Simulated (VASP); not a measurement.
# GaTeCl3 (Pm-3m) in VASP: further runs

Runs on GaTeCl3. Level: PBE. Tasks: single point, relaxation of cell and atoms.

All numbers are computed with VASP 6.6.1; they aren't measurements. Logs are shortened: lines on timing, memory, paths and dates and some standing lists are left out, and cuts for length are marked.

## 1. The cell of the first run

It takes space group Pm-3m (No. 221, cubic). Conventional cell: a = 5.530 Å, b = 5.530 Å, c = 5.530 Å, α = 90.00°, β = 90.00°, γ = 90.00°. Within 5.1 Å of Ga (site symmetry m-3m) lie 12 Cl at 3.91 Å and 8 Te at 4.79 Å. Within 3.6 Å of Te (site symmetry m-3m) lie 6 Cl at 2.77 Å. Cl (site symmetry 4/mmm) has 2 Te at 2.77 Å within 3.6 Å.

## 2. Single point, PBE

Input file INCAR:

```
SYSTEM = GaTeCl3
PREC     = Accurate       ! precision mode
ENCUT    = 520            ! plane-wave cutoff, eV
EDIFF    = 1E-6           ! SCF threshold, eV
ISMEAR   = 0              ! smearing method
SIGMA    = 0.1            ! smearing width, eV
LREAL    = .False.        ! projectors in reciprocal space
LASPH    = .True.         ! aspherical terms in the spheres
NELM     = 100            ! most SCF steps
ALGO     = Normal         ! electronic algorithm
ISIF     = 2              ! what is computed and relaxed
LWAVE    = .False.        ! write WAVECAR
LCHARG   = .False.        ! write CHGCAR
GGA      = PE             ! functional
NBANDS   = 28             ! bands
```

Input file KPOINTS:

```
Automatic mesh
0
Gamma
  8 8 8
  0 0 0
```

Input file POSCAR:

```
GaTeCl3
1.0
    5.5302602543      0.0000000000      0.0000000000
    0.0000000000      5.5302602543      0.0000000000
    0.0000000000      0.0000000000      5.5302602543
Ga Te Cl
1 1 3
Direct
    0.0000000000      0.0000000000      0.0000000000
    0.5000000000      0.5000000000      0.5000000000
    0.0000000000      0.5000000000      0.5000000000
    0.5000000000      0.0000000000      0.5000000000
    0.5000000000      0.5000000000      0.0000000000
```

Potentials or basis: VASP PAW PBE potentials, release 64 (Ga_d, Te, Cl).

Launch:

```bash
> cat potpaw_PBE.64/Ga_d/POTCAR potpaw_PBE.64/Te/POTCAR potpaw_PBE.64/Cl/POTCAR > POTCAR
> mpirun -np 1 vasp_std > vasp.out
```

OUTCAR:

```text
SYSTEM = GaTeCl3
   PREC = Accurate
   ENCUT = 520
   EDIFF = 1E-6
   ISMEAR = 0
   LREAL = .False.
   LASPH = .True.
   NELM = 100
   ISIF = 2
   GGA = PE

 ion  position               nearest neighbor table
   1  0.000  0.000  0.000-
   2  0.500  0.500  0.500-   3 2.77   4 2.77   5 2.77   5 2.77   4 2.77   3 2.77
   3  0.000  0.500  0.500-   2 2.77   2 2.77
   4  0.500  0.000  0.500-   2 2.77   2 2.77
   5  0.500  0.500  0.000-   2 2.77   2 2.77

  LATTYP: Found a simple cubic cell.
 ALAT       =     5.5302602543

  Lattice vectors:

 A1 = (   5.5302602543,   0.0000000000,   0.0000000000)
 A2 = (   0.0000000000,   5.5302602543,   0.0000000000)
 A3 = (   0.0000000000,   0.0000000000,   5.5302602543)

Analysis of symmetry for initial positions (statically):
=====================================================================
 Subroutine PRICEL returns:
 Original cell was already a primitive cell.

 Routine SETGRP: Setting up the symmetry group for a
 simple cubic supercell.

 Subroutine GETGRP returns: Found 48 space group operations
 (whereof 48 operations were pure point group operations)
 out of a pool of 48 trial point group operations.

The static configuration has the point symmetry O_h .

Analysis of symmetry for dynamics (positions and initial velocities):
=====================================================================
 Subroutine PRICEL returns:
 Original cell was already a primitive cell.

 Routine SETGRP: Setting up the symmetry group for a
 simple cubic supercell.

 Subroutine GETGRP returns: Found 48 space group operations
 (whereof 48 operations were pure point group operations)
 out of a pool of 48 trial point group operations.

The dynamic configuration has the point symmetry O_h .

 Subroutine INISYM returns: Found 48 space group operations
 (whereof 48 operations are pure point group operations),
 and found     1 'primitive' translations

----------------------------------------------------------------------------------------

                                     Primitive cell

  volume of cell :     169.1363

  direct lattice vectors                    reciprocal lattice vectors
     5.530260254  0.000000000  0.000000000     0.180823316  0.000000000  0.000000000
     0.000000000  5.530260254  0.000000000     0.000000000  0.180823316  0.000000000
     0.000000000  0.000000000  5.530260254     0.000000000  0.000000000  0.180823316

  length of vectors
     5.530260254  5.530260254  5.530260254     0.180823316  0.180823316  0.180823316

  position of ions in fractional coordinates (direct lattice)
     0.000000000  0.000000000  0.000000000
     0.500000000  0.500000000  0.500000000
     0.000000000  0.500000000  0.500000000
     0.500000000  0.000000000  0.500000000
     0.500000000  0.500000000  0.000000000

  ion indices of the primitive-cell ions
   primitive index   ion index
                 1           1
                 2           2
                 3           3
                 4           4
                 5           5

----------------------------------------------------------------------------------------

 KPOINTS: Automatic mesh

Automatic generation of k-mesh.
 Grid dimensions read from file:
 generate k-points for:    8    8    8

 Generating k-lattice:

  Cartesian coordinates                     Fractional coordinates (reciprocal lattice)
     0.022602915  0.000000000  0.000000000     0.125000000  0.000000000  0.000000000
     0.000000000  0.022602915  0.000000000     0.000000000  0.125000000  0.000000000
     0.000000000  0.000000000  0.022602915     0.000000000  0.000000000  0.125000000

  Length of vectors
     0.022602915  0.022602915  0.022602915

  Shift w.r.t. Gamma in fractional coordinates (k-lattice)
     0.000000000  0.000000000  0.000000000

 Subroutine IBZKPT returns following result:
 ===========================================

 Found     35 irreducible k-points:

 Following reciprocal coordinates:
            Coordinates               Weight
  0.000000  0.000000  0.000000      1.000000
  0.125000  0.000000  0.000000      6.000000
  0.250000  0.000000  0.000000      6.000000
  0.375000  0.000000  0.000000      6.000000
  0.500000  0.000000  0.000000      3.000000
  0.125000  0.125000  0.000000     12.000000
[... 16 lines left out ...]
  0.375000  0.375000  0.125000     24.000000
  0.500000  0.375000  0.125000     24.000000
 [... further k-points ...]
   k-points           NKPTS =     35   k-points in BZ     NKDIM =     35   number of bands    NBANDS=     28
   number of dos      NEDOS =    301   number of ions     NIONS =      5
   total plane-waves  NPLWV =  74088
   dimension x,y,z NGX =    42 NGY =   42 NGZ =   42
   dimension x,y,z NGXF=    84 NGYF=   84 NGZF=   84
   ions per type =               1   1   3
   NGX,Y,Z   is equivalent  to a cutoff of  12.63, 12.63, 12.63 a.u.
   NGXF,Y,Z  is equivalent  to a cutoff of  25.25, 25.25, 25.25 a.u.
 SYSTEM =  GaTeCl3
   PREC   = accura    normal or accurate (medium, high low for compatibility)
   ISTART =      0    job   : 0-new  1-cont  2-samecut
   ICHARG =      2    charge: 1-file 2-atom 10-const
   ISPIN  =      1    spin polarized calculation?
   LNONCOLLINEAR =      F non collinear calculations
   LSORBIT =      F    spin-orbit coupling
   LASPH  =      T    aspherical Exc in radial PAW
   ENCUT  =  520.0 eV  38.22 Ry    6.18 a.u.  10.28 10.28 10.28*2*pi/ulx,y,z
   NELM   =    100;   NELMIN=  2; NELMDL= -5     # of ELM steps
   EDIFF  = 0.1E-05   stopping-criterion for ELM
   LREAL  =      F    real-space projection
   EDIFFG = 0.1E-04   stopping-criterion for IOM
   NSW    =      0    number of steps for IOM
   IBRION =     -1    ionic relax: 0-MD 1-quasi-New 2-CG
   NFREE  =      0    steps in history (QN), initial steepest desc. (CG)
   ISIF   =      2    stress and relaxation
   ISYM   =      2    0-nonsym 1-usesym 2-fastsym
   POTIM  = 0.5000    time-step for ionic-motion
   TEBEG  =    0.0;   TEEND  =   0.0 temperature during run
   PSTRESS=    0.0 pullay stress
   NELECT =      40.0000    total number of electrons
   NUPDOWN=      -1.0000    fix difference up-down
   EMIN   =  10.00;   EMAX   =-10.00  energy-range for DOS
   EFERMI =   0.00;   METHOD = LEGACY
   ISMEAR =     0;   SIGMA  =   0.10  broadening in eV -4-tet -1-fermi 0-gaus
   EFERMI_NEDOS =   21; number of points for ismear=-14 and -15
   IALGO  =     38    algorithm
   IMIX   =      4    mixing-type and parameters
     AMIX     =   0.40;   BMIX     =  1.00
     AMIX_MAG =   1.60;   BMIX_MAG =  1.00
  volume/ion in A,a.u.               =      33.83       228.28
  Fermi-wavevector in a.u.,A,eV,Ry     =   1.012393  1.913146 13.945158  1.024940
  Thomas-Fermi vector in A             =   2.145500
   LORBIT       =      0    0 simple, 1 ext, 2 COOP (PROOUT), +10 PAW based schemes
   GGA     = PE    functional components
   LHFCALC =     F    Hartree Fock is set to
   AEXX    =    0.0000 exact exchange contribution
   IVDW    =     0    specifies the selected vdW correction
   LEPSILON=     F    determine dielectric tensor
   LRPA    =     F    only Hartree local field effects (RPA)
 non-spin polarized calculation
 Gauss-broadening in eV      SIGMA  =   0.10
  energy-cutoff  :      520.00
  volume of cell :      169.14
 maximum number of plane-waves:      4632
 NGX is ok and might be reduce to    42
   NGX = 21   NGY = 21   NGZ = 21

 number of electron      39.9999976 magnetization

 Free energy of the ion-electron system (eV)
  ---------------------------------------------------
  ext. energy  EPLUGINS =         0.00000000
  ---------------------------------------------------
  free energy    TOTEN  =       -13.07882070 eV

  energy without entropy =      -13.06587229  energy(sigma->0) =      -13.07234650

 E-fermi :   2.2591     XC(G=0):  -7.6452

 val. band max:        2.2356249818   @ k =   0.3750   0.3750   0.0000
 cond. band min:       2.2848823155   @ k =   0.3750   0.1250   0.1250
 fundamental gap:      0.0492573337
 Fermi energy:         2.2591086435

 k-point     1 :       0.0000    0.0000    0.0000
  band No.  band energies     occupation
      1     -14.3740      2.00000
      2     -14.3740      2.00000
      3     -14.3729      2.00000
      4     -14.3729      2.00000
      5     -14.3729      2.00000
      6     -13.8358      2.00000
[... 20 lines left out ...]
     27       7.4656      0.00000
     28       7.4670      0.00000

 k-point     2 :       0.1250    0.0000    0.0000
  band No.  band energies     occupation
      1     -14.3740      2.00000
      2     -14.3740      2.00000
      3     -14.3729      2.00000
      4     -14.3729      2.00000
      5     -14.3728      2.00000
      6     -13.8102      2.00000
[... 20 lines left out ...]
     27       7.6320      0.00000
     28       7.6445      0.00000

 k-point     3 :       0.2500    0.0000    0.0000
  band No.  band energies     occupation
      1     -14.3739      2.00000
      2     -14.3738      2.00000
      3     -14.3729      2.00000
      4     -14.3729      2.00000
      5     -14.3728      2.00000
      6     -13.7404      2.00000
[... 20 lines left out ...]
     27       7.9790      0.00000
     28       7.9993      0.00000

 k-point     4 :       0.3750    0.0000    0.0000
  band No.  band energies     occupation
      1     -14.3737      2.00000
      2     -14.3737      2.00000
      3     -14.3730      2.00000
      4     -14.3730      2.00000
      5     -14.3728      2.00000
      6     -13.6522      2.00000
[... 578 lines left out ...]
     27       9.1270      0.00000
     28       9.1896      0.00000

 k-point    23 :       0.3750    0.3750    0.1250
  band No.  band energies     occupation
      1     -14.3737      2.00000
      2     -14.3735      2.00000
      3     -14.3733      2.00000
      4     -14.3731      2.00000
      5     -14.3730      2.00000
      6     -13.4405      2.00000
[... 20 lines left out ...]
     27       9.0218      0.00000
     28       9.2183      0.00000

 k-point    24 :       0.5000    0.3750    0.1250
  band No.  band energies     occupation
      1     -14.3739      2.00000
      2     -14.3735      2.00000
      3     -14.3732      2.00000
      4     -14.3731      2.00000
      5     -14.3730      2.00000
      6     -13.3844      2.00000
[... 20 lines left out ...]
     27       9.1698      0.00000
     28       9.3390      0.00000

 [... further k-points ...]

------------------------ aborting loop because EDIFF is reached ----------------------------------------

  FORCE on cell =-STRESS in cart. coord.  units (eV):
  Direction    XX          YY          ZZ          XY          YZ          ZX
  --------------------------------------------------------------------------------------
  -------------------------------------------------------------------------------------
  Total       -0.0734218     -0.0734218     -0.0734218     -0.0000000      0.0000000      0.0000000
  in kB       -0.6955029     -0.6955029     -0.6955029     -0.0000000      0.0000000      0.0000000
  external PRESSURE =      -0.6955029 kB  Pullay stress =       0.0000000 kB

 VOLUME and BASIS-vectors are now :
 -----------------------------------------------------------------------------
  energy-cutoff  :      520.00
  volume of cell :      169.14
      direct lattice vectors                 reciprocal lattice vectors
     5.530260254  0.000000000  0.000000000     0.180823316  0.000000000  0.000000000
     0.000000000  5.530260254  0.000000000     0.000000000  0.180823316  0.000000000
     0.000000000  0.000000000  5.530260254     0.000000000  0.000000000  0.180823316

 POSITION                                       TOTAL-FORCE (eV/Angst)
 -----------------------------------------------------------------------------------
      0.00000      0.00000      0.00000         0.000000      0.000000      0.000000
      2.76513      2.76513      2.76513         0.000000      0.000000      0.000000
      0.00000      2.76513      2.76513         0.000000      0.000000      0.000000
      2.76513      0.00000      2.76513         0.000000      0.000000      0.000000
      2.76513      2.76513      0.00000         0.000000      0.000000      0.000000
 -----------------------------------------------------------------------------------
    total drift:                                0.000000     -0.000000      0.000000

  FREE ENERGIE OF THE ION-ELECTRON SYSTEM (eV)
  ---------------------------------------------------
  free  energy   TOTEN  =       -13.0788207031 eV

  energy  without entropy=      -13.0658722902  energy(sigma->0) =      -13.07234650
```

It took 3.6 min on 1 thread of Intel Xeon 8259CL, shared host; peak memory 0.36 GiB.

Results:

```yaml
Free_energy: -13.0788 eV
Pressure: -0.1 GPa
Band_gap_on_the_k_mesh: zero (bands 20 and 21 overlap by 3.20 eV)
```

Caveat: spin-orbit coupling is left out, which moves the levels of the heavy elements.

[end of part 1 of 2]

The gap in the log of VASP goes by the Fermi energy; the results here count the filled bands.